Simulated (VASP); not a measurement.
# CaO (wurtzite type) (P6_3/mmc) in VASP: notebook

The runs below take CaO (wurtzite type) through electric field gradients, with PBE.

Program: VASP 6.6.1. These are calculated values, not measurements. Logs are shortened: lines on timing, memory, paths and dates and some standing lists are left out, and cuts for length are marked.

### 1 The cell of the first run

The structure is hexagonal, space group P6_3/mmc (No. 194). Conventional cell: a = 4.004 Å, b = 4.004 Å, c = 4.808 Å, α = 90.00°, β = 90.00°, γ = 120.00°. Within 3.1 Å of Ca (site symmetry -6m2) lie 5 O at 2.31 to 2.40 Å. Within 3.1 Å of O (site symmetry -6m2) lie 5 Ca at 2.31 to 2.40 Å.

### 2 Electric field gradients, PBE

INCAR reads:

```
PREC = Accurate ; ENCUT = 520
EDIFF = 1E-8 ; ISMEAR = -1
SIGMA = 0.05 ; LREAL = False
LASPH = True ; NELM = 80
ALGO = Normal ; ISIF = 2
LWAVE = False ; LCHARG = False
GGA = PE ; LEFG = True
NBANDS = 24
```

KPOINTS reads:

```
Automatic mesh
0
Gamma
  12 12 6
```

POSCAR reads:

```
CaO
1.0
    4.0042349854      0.0000000000      0.0000000000
   -2.0021174927      3.4677692201      0.0000000000
    0.0000000000      0.0000000000      4.8083127851
Ca O
2 2
Direct
    0.3333333333      0.6666666667     -0.0620031157
    0.6666666667      0.3333333333      0.4379968843
    0.3333333333      0.6666666667      0.4380031157
    0.6666666667      0.3333333333      0.9380031157
```

Potentials or basis: VASP PAW PBE potentials, release 64 (Ca_sv, O).

The run is started by

```console
> cat potpaw_PBE.64/Ca_sv/POTCAR potpaw_PBE.64/O/POTCAR > POTCAR
> mpirun -np 1 vasp_std > vasp.out
```

OUTCAR:

```text
PREC = Accurate
   ENCUT = 520
   EDIFF = 1E-8
   ISMEAR = -1
   LREAL = False
   LASPH = True
   NELM = 80
   ISIF = 2
   GGA = PE

 ion  position               nearest neighbor table
   1  0.333  0.667  0.938-   4 2.31   4 2.31   4 2.31   3 2.40   3 2.40
   2  0.667  0.333  0.438-   3 2.31   3 2.31   3 2.31   4 2.40   4 2.40
   3  0.333  0.667  0.438-   2 2.31   2 2.31   2 2.31   1 2.40   1 2.40
   4  0.667  0.333  0.938-   1 2.31   1 2.31   1 2.31   2 2.40   2 2.40

  LATTYP: Found a hexagonal cell.
 ALAT       =     4.0042349854
 C/A-ratio  =     1.2008068464

  Lattice vectors:

 A1 = (   4.0042349854,   0.0000000000,   0.0000000000)
 A2 = (  -2.0021174927,   3.4677692201,   0.0000000000)
 A3 = (   0.0000000000,   0.0000000000,   4.8083127851)

Analysis of symmetry for initial positions (statically):
=====================================================================
 Subroutine PRICEL returns:
 Original cell was already a primitive cell.

 Routine SETGRP: Setting up the symmetry group for a
 hexagonal supercell.

 Subroutine GETGRP returns: Found 12 space group operations
 (whereof  6 operations were pure point group operations)
 out of a pool of 24 trial point group operations.

The static configuration has the point symmetry C_3v.
 The point group associated with its full space group is C_6v.

Analysis of symmetry for dynamics (positions and initial velocities):
=====================================================================
 Subroutine PRICEL returns:
 Original cell was already a primitive cell.

 Routine SETGRP: Setting up the symmetry group for a
 hexagonal supercell.

 Subroutine GETGRP returns: Found 12 space group operations
 (whereof  6 operations were pure point group operations)
 out of a pool of 24 trial point group operations.

The dynamic configuration has the point symmetry C_3v.
 The point group associated with its full space group is C_6v.

 Subroutine INISYM returns: Found 12 space group operations
 (whereof  6 operations are pure point group operations),
 and found     1 'primitive' translations

----------------------------------------------------------------------------------------

                                     Primitive cell

  volume of cell :      66.7671

  direct lattice vectors                    reciprocal lattice vectors
     4.004234985  0.000000000  0.000000000     0.249735593  0.144184912  0.000000000
    -2.002117493  3.467769220  0.000000000     0.000000000  0.288369824  0.000000000
     0.000000000  0.000000000  4.808312785     0.000000000  0.000000000  0.207973159

  length of vectors
     4.004234985  4.004234985  4.808312785     0.288369824  0.288369824  0.207973159

  position of ions in fractional coordinates (direct lattice)
     0.333333333  0.666666667  0.937996884
     0.666666667  0.333333333  0.437996884
     0.333333333  0.666666667  0.438003116
     0.666666667  0.333333333  0.938003116

  ion indices of the primitive-cell ions
   primitive index   ion index
                 1           1
                 2           2
                 3           3
                 4           4

----------------------------------------------------------------------------------------

 KPOINTS: Automatic mesh

Automatic generation of k-mesh.
 Grid dimensions read from file:
 generate k-points for:   12   12    6

 Generating k-lattice:

  Cartesian coordinates                     Fractional coordinates (reciprocal lattice)
     0.020811299  0.012015409  0.000000000     0.083333333 -0.000000000  0.000000000
     0.000000000  0.024030819  0.000000000     0.000000000  0.083333333  0.000000000
     0.000000000  0.000000000  0.034662193     0.000000000  0.000000000  0.166666667

  Length of vectors
     0.024030819  0.024030819  0.034662193

  Shift w.r.t. Gamma in fractional coordinates (k-lattice)
     0.000000000  0.000000000  0.000000000

 Subroutine IBZKPT returns following result:
 ===========================================

 Found     76 irreducible k-points:

 Following reciprocal coordinates:
            Coordinates               Weight
  0.000000  0.000000  0.000000      1.000000
  0.083333  0.000000  0.000000      6.000000
  0.166667  0.000000  0.000000      6.000000
  0.250000  0.000000  0.000000      6.000000
  0.333333  0.000000  0.000000      6.000000
  0.416667  0.000000  0.000000      6.000000
[... 16 lines left out ...]
  0.250000  0.000000  0.166667     12.000000
  0.333333  0.000000  0.166667     12.000000
 [... further k-points ...]
   k-points           NKPTS =     76   k-points in BZ     NKDIM =     76   number of bands    NBANDS=     24
   number of dos      NEDOS =    301   number of ions     NIONS =      4
   total plane-waves  NPLWV =  32400
   dimension x,y,z NGX =    30 NGY =   30 NGZ =   36
   dimension x,y,z NGXF=    60 NGYF=   60 NGZF=   72
   ions per type =               2   2
   NGX,Y,Z   is equivalent  to a cutoff of  12.46, 12.46, 12.45 a.u.
   NGXF,Y,Z  is equivalent  to a cutoff of  24.91, 24.91, 24.89 a.u.
 SYSTEM =  unknown system
   PREC   = accura    normal or accurate (medium, high low for compatibility)
   ISTART =      0    job   : 0-new  1-cont  2-samecut
   ICHARG =      2    charge: 1-file 2-atom 10-const
   ISPIN  =      1    spin polarized calculation?
   LNONCOLLINEAR =      F non collinear calculations
   LSORBIT =      F    spin-orbit coupling
   LASPH  =      T    aspherical Exc in radial PAW
   ENCUT  =  520.0 eV  38.22 Ry    6.18 a.u.   7.45  7.45  8.94*2*pi/ulx,y,z
   NELM   =     80;   NELMIN=  2; NELMDL= -5     # of ELM steps
   EDIFF  = 0.1E-07   stopping-criterion for ELM
   LREAL  =      F    real-space projection
   EDIFFG = 0.1E-06   stopping-criterion for IOM
   NSW    =      0    number of steps for IOM
   IBRION =     -1    ionic relax: 0-MD 1-quasi-New 2-CG
   NFREE  =      0    steps in history (QN), initial steepest desc. (CG)
   ISIF   =      2    stress and relaxation
   ISYM   =      2    0-nonsym 1-usesym 2-fastsym
   POTIM  = 0.5000    time-step for ionic-motion
   TEBEG  =    0.0;   TEEND  =   0.0 temperature during run
   PSTRESS=    0.0 pullay stress
   NELECT =      32.0000    total number of electrons
   NUPDOWN=      -1.0000    fix difference up-down
   EMIN   =  10.00;   EMAX   =-10.00  energy-range for DOS
   EFERMI =   0.00;   METHOD = LEGACY
   ISMEAR =    -1;   SIGMA  =   0.05  broadening in eV -4-tet -1-fermi 0-gaus
   EFERMI_NEDOS =   21; number of points for ismear=-14 and -15
   IALGO  =     38    algorithm
   IMIX   =      4    mixing-type and parameters
     AMIX     =   0.40;   BMIX     =  1.00
     AMIX_MAG =   1.60;   BMIX_MAG =  1.00
  volume/ion in A,a.u.               =      16.69       112.64
  Fermi-wavevector in a.u.,A,eV,Ry     =   1.281162  2.421045 22.332273  1.641376
  Thomas-Fermi vector in A             =   2.413548
   LORBIT       =      0    0 simple, 1 ext, 2 COOP (PROOUT), +10 PAW based schemes
   GGA     = PE    functional components
   LHFCALC =     F    Hartree Fock is set to
   AEXX    =    0.0000 exact exchange contribution
   IVDW    =     0    specifies the selected vdW correction
   LEPSILON=     F    determine dielectric tensor
   LRPA    =     F    only Hartree local field effects (RPA)
 non-spin polarized calculation
  energy-cutoff  :      520.00
  volume of cell :       66.77
 maximum number of plane-waves:      1823
 NGX is ok and might be reduce to    30
   NGX = 15   NGY = 15   NGZ = 17

 number of electron      32.0000014 magnetization

 Free energy of the ion-electron system (eV)
  ---------------------------------------------------
  ext. energy  EPLUGINS =         0.00000000
  ---------------------------------------------------
  free energy    TOTEN  =       -25.35059735 eV

  energy without entropy =      -25.35059735  energy(sigma->0) =      -25.35059735

 E-fermi :   2.3791     XC(G=0):  -9.3464

 val. band max:        1.2901543539   @ k =   0.0000   0.0000   0.0000
 cond. band min:       4.4176328121   @ k =   0.0000   0.0000   0.0000
 fundamental gap:      3.1274784583
 Fermi energy:         2.3790810938

 k-point     1 :       0.0000    0.0000    0.0000
  band No.  band energies     occupation
      1     -36.4092      2.00000
      2     -36.2853      2.00000
      3     -17.7333      2.00000
      4     -17.5015      2.00000
      5     -17.5015      2.00000
      6     -17.3139      2.00000
[... 637 lines left out ...]
     23       9.6440      0.00000
     24       9.8823      0.00000

 [... further k-points ...]
[... 5 lines left out ...]
  --------------------------------------------------------------------------------------
  -------------------------------------------------------------------------------------
  Total        0.1976043      0.1976043      0.2026674     -0.0000000      0.0000000      0.0000000
  in kB        4.7418130      4.7418130      4.8633112     -0.0000000      0.0000000      0.0000000
  external PRESSURE =       4.7823124 kB  Pullay stress =       0.0000000 kB

 VOLUME and BASIS-vectors are now :
 -----------------------------------------------------------------------------
  energy-cutoff  :      520.00
  volume of cell :       66.77
      direct lattice vectors                 reciprocal lattice vectors
     4.004234985  0.000000000  0.000000000     0.249735593  0.144184912  0.000000000
    -2.002117493  3.467769220  0.000000000     0.000000000  0.288369824  0.000000000
     0.000000000  0.000000000  4.808312785     0.000000000  0.000000000  0.207973159

 POSITION                                       TOTAL-FORCE (eV/Angst)
 -----------------------------------------------------------------------------------
     -0.00000      2.31185      4.51018        -0.000000      0.000000      0.000103
      2.00212      1.15592      2.10603         0.000000     -0.000000      0.000103
     -0.00000      2.31185      2.10606        -0.000000     -0.000000     -0.000103
      2.00212      1.15592      4.51021         0.000000      0.000000     -0.000103
 -----------------------------------------------------------------------------------
    total drift:                               -0.000000      0.000000     -0.000198

  FREE ENERGIE OF THE ION-ELECTRON SYSTEM (eV)
  ---------------------------------------------------
  free  energy   TOTEN  =       -25.3505973522 eV

  energy  without entropy=      -25.3505973521  energy(sigma->0) =      -25.35059735

 Electric field gradients (V/A^2)
---------------------------------------------------------------------
 ion       V_xx      V_yy      V_zz      V_xy      V_xz      V_yz
---------------------------------------------------------------------
   1       4.171     4.170    -8.342    -0.001    -0.000     0.000
   2       4.171     4.170    -8.342    -0.001     0.000    -0.000
   3       2.574     2.571    -5.145    -0.003     0.000    -0.000
   4       2.574     2.571    -5.145    -0.003    -0.000     0.000
---------------------------------------------------------------------

 Electric field gradients after diagonalization (V/A^2)
 (convention: |V_zz| > |V_xx| > |V_yy|)
----------------------------------------------------------------------
 ion       V_xx      V_yy      V_zz     asymmetry (V_yy - V_xx)/ V_zz
----------------------------------------------------------------------
   1       4.172     4.170    -8.342       0.000
   2       4.172     4.170    -8.342       0.000
   3       2.576     2.569    -5.145       0.001
   4       2.576     2.569    -5.145       0.001
----------------------------------------------------------------------

           NMR quadrupolar parameters

 Cq : quadrupolar parameter    Cq=e*Q*V_zz/h
 eta: asymmetry parameters     (V_yy - V_xx)/ V_zz
 Q  : nuclear electric quadrupole moment in mb (millibarn)
----------------------------------------------------------------------
 ion       Cq(MHz)       eta       Q (mb)
----------------------------------------------------------------------
   1      -0.020       0.000       1.000
   2      -0.020       0.000       1.000
   3      -0.012       0.001       1.000
   4      -0.012       0.001       1.000
----------------------------------------------------------------------
```

Wall time 2.5 min (1 thread of Intel Xeon Platinum 8259CL at 2.50GHz (Skylake/Cascade Lake), shared host); peak memory 0.24 GiB.

What came out:

```yaml
Free_energy: -25.3506 eV
Pressure: 0.5 GPa
Band_gap_on_the_k_mesh: 3.13 eV, direct
```

Electric field gradients, principal values (V/Å²):
```tsv
atom	least	middle	greatest (by size)
1 Ca	4.170	4.172	-8.342
2 Ca	4.170	4.172	-8.342
3 O	2.569	2.576	-5.145
4 O	2.569	2.576	-5.145
```

Caveat: without QUAD_EFG the Cq values of the log hold for a quadrupole moment of 1 mb, not for the nuclei. A k mesh can miss the band edges.

### 3 Electric field gradients, PBE

INCAR reads:

```
SYSTEM = CaO
  PREC = Accurate
  ENCUT = 520
  EDIFF = 1E-8
  ISMEAR = -1
  SIGMA = 0.05
  LREAL = .False.
  LASPH = .True.
  NELM = 60
  ALGO = Normal
  ISIF = 2
  LWAVE = .False.
  LCHARG = .False.
  GGA = PE
  LEFG = .True.
  NBANDS = 24
```

KPOINTS reads:

```
Automatic mesh
0
Gamma
  12 12 6
  0 0 0
```

POSCAR is that of step 2.

Potentials or basis: VASP PAW PBE potentials, release 64 (Ca_sv, O).

The run is started by

```console
> cat potpaw_PBE.64/Ca_sv/POTCAR potpaw_PBE.64/O/POTCAR > POTCAR
> mpirun -np 1 vasp_std > vasp.out
```

OUTCAR:

```text
SYSTEM = CaO
   PREC = Accurate
   ENCUT = 520
   EDIFF = 1E-8
   ISMEAR = -1
   LREAL = .False.
   LASPH = .True.
   NELM = 60
   ISIF = 2
   GGA = PE

 ion  position               nearest neighbor table
   1  0.333  0.667  0.938-   4 2.31   4 2.31   4 2.31   3 2.40   3 2.40
   2  0.667  0.333  0.438-   3 2.31   3 2.31   3 2.31   4 2.40   4 2.40
   3  0.333  0.667  0.438-   2 2.31   2 2.31   2 2.31   1 2.40   1 2.40
   4  0.667  0.333  0.938-   1 2.31   1 2.31   1 2.31   2 2.40   2 2.40

  LATTYP: Found a hexagonal cell.
 ALAT       =     4.0042349854
 C/A-ratio  =     1.2008068464

  Lattice vectors:

 A1 = (   4.0042349854,   0.0000000000,   0.0000000000)
 A2 = (  -2.0021174927,   3.4677692201,   0.0000000000)
 A3 = (   0.0000000000,   0.0000000000,   4.8083127851)

Analysis of symmetry for initial positions (statically):
[... 857 lines left out ...]
     -0.00000      2.31185      4.51018        -0.000000      0.000000      0.000103
      2.00212      1.15592      2.10603         0.000000     -0.000000      0.000103
     -0.00000      2.31185      2.10606        -0.000000     -0.000000     -0.000103
      2.00212      1.15592      4.51021         0.000000      0.000000     -0.000103
 -----------------------------------------------------------------------------------
    total drift:                               -0.000000      0.000000     -0.000198

  FREE ENERGIE OF THE ION-ELECTRON SYSTEM (eV)
  ---------------------------------------------------
  free  energy   TOTEN  =       -25.3505973522 eV

  energy  without entropy=      -25.3505973521  energy(sigma->0) =      -25.35059735

 Electric field gradients (V/A^2)
---------------------------------------------------------------------
 ion       V_xx      V_yy      V_zz      V_xy      V_xz      V_yz
---------------------------------------------------------------------
   1       4.171     4.170    -8.342    -0.001    -0.000     0.000
   2       4.171     4.170    -8.342    -0.001     0.000    -0.000
   3       2.574     2.571    -5.145    -0.003     0.000    -0.000
   4       2.574     2.571    -5.145    -0.003    -0.000     0.000
---------------------------------------------------------------------

 Electric field gradients after diagonalization (V/A^2)
 (convention: |V_zz| > |V_xx| > |V_yy|)
----------------------------------------------------------------------
 ion       V_xx      V_yy      V_zz     asymmetry (V_yy - V_xx)/ V_zz
----------------------------------------------------------------------
   1       4.172     4.170    -8.342       0.000
   2       4.172     4.170    -8.342       0.000
   3       2.576     2.569    -5.145       0.001
   4       2.576     2.569    -5.145       0.001
----------------------------------------------------------------------

           NMR quadrupolar parameters

 Cq : quadrupolar parameter    Cq=e*Q*V_zz/h
 eta: asymmetry parameters     (V_yy - V_xx)/ V_zz
 Q  : nuclear electric quadrupole moment in mb (millibarn)
----------------------------------------------------------------------
 ion       Cq(MHz)       eta       Q (mb)
----------------------------------------------------------------------
   1      -0.020       0.000       1.000
   2      -0.020       0.000       1.000
   3      -0.012       0.001       1.000
   4      -0.012       0.001       1.000
----------------------------------------------------------------------
```

Run time: 2.8 min. Hardware: 1 thread of Intel Xeon Platinum 8259CL at 2.50GHz (Skylake/Cascade Lake), shared host; peak memory 0.24 GiB.

What came out:

```
Free energy            : -25.3506 eV
Pressure               : 0.5 GPa
Band gap on the k mesh : 3.13 eV, direct
```

Electric field gradients, principal values (V/Å²):
```tsv
atom	least	middle	greatest (by size)
1 Ca	4.170	4.172	-8.342
2 Ca	4.170	4.172	-8.342
3 O	2.569	2.576	-5.145
4 O	2.569	2.576	-5.145
```

Caveat: without QUAD_EFG the Cq values of the log hold for a quadrupole moment of 1 mb, not for the nuclei. A k mesh can miss the band edges.
